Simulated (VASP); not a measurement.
Crystal: CaF.

```
Ca F
1.0
     0.00000    2.52452    2.52452
     2.52452    0.00000    2.52452
     2.52452    2.52452    0.00000
Ca F
1 1
Direct
  0.00000 0.00000 0.00000
  0.50000 0.50000 0.50000
```

The cell was built from a structure type or drawn by symmetry, and may not be a known phase.

| Item | Value |
| --- | --- |
| Program | VASP 6.6.1 |
| Task | relaxation of cell and atoms |
| Functional | PBE |
| Potentials or basis | VASP PAW PBE potentials, release 64 (Ca_sv, F) |
| Cutoff | 600 eV |
| k mesh | 6 × 6 × 6 |
| Occupations | gaussian, width 0.1 eV |
| Spin | no spin polarisation |

At the start: pressure 7.6 GPa; volume 16.09 Å³/atom.

Question: How do energy, volume and symmetry change on relaxing?

Answer: Over 4 steps the energy falls by 49.9 meV/atom and the volume is 18.54 Å³/atom (+15.2 %); space group Fm-3m (No. 225, to 0.1 Å) before and after.

Step by step:
```tsv
step	energy change (eV)	largest force (eV/Å)	pressure (GPa)	volume (Å³)
1	0.0000	0.0000	7.55	32.18
2	-0.0946	0.0000	1.42	35.84
3	-0.0990	0.0000	-0.50	37.53
4	-0.0997	0.0000	-0.03	37.07
```

Final structure:
```
Ca F
1.0
     0.00000    2.64653    2.64653
     2.64653    0.00000    2.64653
     2.64653    2.64653    0.00000
Ca F
1 1
Direct
  0.00000 0.00000 0.00000
  0.50000 0.50000 0.50000
```

Caveat: the volume moved by over 15 % at a fixed basis, so the end points are rough; an odd number of electrons without spin polarisation forces a metal; a magnetic or distorted state may lie lower.
